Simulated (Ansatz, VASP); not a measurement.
## Si3C2: VASP beside Ansatz

File INCAR:

```
SYSTEM = Si3C2
  PREC = Accurate
  ENCUT = 520
  EDIFF = 1E-7
  ISMEAR = 0
  SIGMA = 0.1
  LREAL = .False.
  LASPH = .True.
  NELM = 150
  ALGO = Normal
  ISIF = 2
  LWAVE = .False.
  LCHARG = .True.
  ISPIN = 2
  MAGMOM = 0 0 0 0 0 0 1 1 1 1
  LORBIT = 11
  GGA = PE
  LELF = .True.
  LVHAR = .True.
  NBANDS = 35
```

Contents of KPOINTS:

```
Automatic mesh
0
Gamma
  6 6 1
  0 0 0
```

POSCAR

```
Si3C2
1.0
    2.5125540881      0.0000000000      0.0000000000
   -1.2562770440      2.1759356687      0.0000000000
    0.0000000000      0.0000000000     24.9787871048
Si C
6 4
Direct
    0.3333333333      0.6666666667      0.7422839654
    0.3333333333      0.6666666667      0.9495016880
    0.3333333333      0.6666666667      0.1562361845
    0.6666666667      0.3333333333      0.8437638155
    0.6666666667      0.3333333333      0.0504983120
    0.6666666667      0.3333333333      0.2577160346
    0.3333333333      0.6666666667      0.4269487592
    0.3333333333      0.6666666667      0.5730449628
    0.6666666667      0.3333333333      0.4269550372
    0.6666666667      0.3333333333      0.5730512408
```

Input for Ansatz:

```yaml
crystal:
  lattice:
    - [2.5125540881, 0.0, 0.0]
    - [-1.256277044, 2.1759356687, 0.0]
    - [0.0, 0.0, 24.9787871048]
  atoms:
    - { symbol: Si, position: [0.3333333333, 0.6666666667, 0.7422839654] }
    - { symbol: Si, position: [0.3333333333, 0.6666666667, 0.949501688] }
    - { symbol: Si, position: [0.3333333333, 0.6666666667, 0.1562361845] }
    - { symbol: Si, position: [0.6666666667, 0.3333333333, 0.8437638155] }
    - { symbol: Si, position: [0.6666666667, 0.3333333333, 0.050498312] }
    - { symbol: Si, position: [0.6666666667, 0.3333333333, 0.2577160346] }
    - { symbol: C, position: [0.3333333333, 0.6666666667, 0.4269487592], spin: 1.0 }
    - { symbol: C, position: [0.3333333333, 0.6666666667, 0.5730449628], spin: 1.0 }
    - { symbol: C, position: [0.6666666667, 0.3333333333, 0.4269550372], spin: 1.0 }
    - { symbol: C, position: [0.6666666667, 0.3333333333, 0.5730512408], spin: 1.0 }
basis:
  ecutwfc: 420
kpoints:
  mp_grid: { grid: [6, 6, 1] }
hamiltonian:
  xc: pbe
scf:
  occupations: { method: gaussian, width: 0.1 }
  lower_state_search: "off"
output:
  forces: true
  stress: true
  eigenvalues: true
  populations: true
magnetization:
  spin_polarized: true
```

Alike in both runs: task single point; functional PBE; k mesh 6 × 6 × 1; occupations gaussian, width 0.1 eV; collinear spin.

|  | VASP | Ansatz |
| --- | --- | --- |
| version | VASP 6.6.1 | Ansatz 0.2.0 |
| potentials or method | VASP PAW PBE potentials, release 64 (Si, C), cutoff 520 eV | scalar-relativistic, plane waves, PAW |
| valence electrons in the cell | 40 | 40 |

```tsv
	VASP	Ansatz	Ansatz less VASP
gap on the k mesh at the Fermi level (eV)	none	none	-
pressure (GPa)	0.1	0.0	-0.06
traceless stress, the component that is largest in VASP (GPa)	-0.05	0.05	+0.102
net moment per atom (μB)	0.00	0.00	0.000
```

A gap of «none» marks a metal or a gap that the smearing closes. The functional is the same, so the differences come from potentials, cutoffs and numerics. Ansatz's warnings: seeded moment not kept.

The k mesh is coarse, so the values compare programs but aren't converged.
